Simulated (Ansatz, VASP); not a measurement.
## H4C in VASP and in Ansatz

The input INCAR:

```
ALGO = Normal ; EDIFF = 1E-6
ENCUT = 520 ; GGA = CA
ISIF = 2 ; ISMEAR = 0
LASPH = T ; LCHARG = F
LREAL = F ; LWAVE = F
NBANDS = 12 ; NELM = 100
PREC = Accurate ; SIGMA = 0.05
```

KPOINTS

```
k-points
0
Gamma
  6 6 6
```

The input POSCAR:

```
H4C
1.0
   -2.6958305905      2.4789246809      2.4789246809
    2.6958305905     -2.4789246809      2.4789246809
    2.6958305905      2.4789246809     -2.4789246809
H C
4 1
Direct
    0.0000000000      0.0000000000      0.7463128700
    0.7463128700      0.0000000000      0.0000000000
    0.0000000000      0.7463128700      0.0000000000
    0.2536871300      0.2536871300      0.2536871300
    0.0000000000      0.0000000000      0.0000000000
```

Input for Ansatz:

```yaml
crystal:
  lattice:
    - [-2.6958305905, 2.4789246809, 2.4789246809]
    - [2.6958305905, -2.4789246809, 2.4789246809]
    - [2.6958305905, 2.4789246809, -2.4789246809]
  atoms:
    - { symbol: H, position: [0.0, 0.0, 0.74631287] }
    - { symbol: H, position: [0.74631287, 0.0, 0.0] }
    - { symbol: H, position: [0.0, 0.74631287, 0.0] }
    - { symbol: H, position: [0.25368713, 0.25368713, 0.25368713] }
    - { symbol: C, position: [0.0, 0.0, 0.0] }
basis:
  ecutwfc: 420
kpoints:
  mp_grid: { grid: [6, 6, 6] }
hamiltonian:
  xc: lda
scf:
  occupations: { method: gaussian, width: 0.05 }
output:
  forces: true
  stress: true
  eigenvalues: true
```

Change from the starting cell: strain +0.0875 x Voigt [1, 0, 0, 0, 0, 0], atoms carried along.

Alike in both runs: task single point; functional LDA; k mesh 6 × 6 × 6; occupations gaussian, width 0.05 eV; no spin polarisation.

|  | VASP | Ansatz |
| --- | --- | --- |
| version | VASP 6.6.1 | Ansatz 0.2.0 |
| potentials or method | VASP PAW LDA potentials, release 64 (H, C), cutoff 520 eV | scalar-relativistic, plane waves, PAW |
| valence electrons in the cell | 8 | 8 |

Ansatz gave:

- gap on the k mesh at the Fermi level (eV): 6.86
- least direct gap on the mesh (eV): 6.86
- pressure (GPa): -3.0
- traceless stress, the component that is largest in VASP (GPa): -2.08
- rms of the force components (eV/Å): 0.391

Task: What did VASP give for the same quantities?

Result: gap on the k mesh at the Fermi level (eV): 6.86; least direct gap on the mesh (eV): 6.86; pressure (GPa): -3.0; traceless stress, the component that is largest in VASP (GPa): -2.06; rms of the force components (eV/Å): 0.369.

LDA's correlation is that of Perdew and Zunger in VASP and of Perdew and Wang (1992) in Ansatz. Atom by atom the forces differ by 0.025 eV/Å (rms over components).
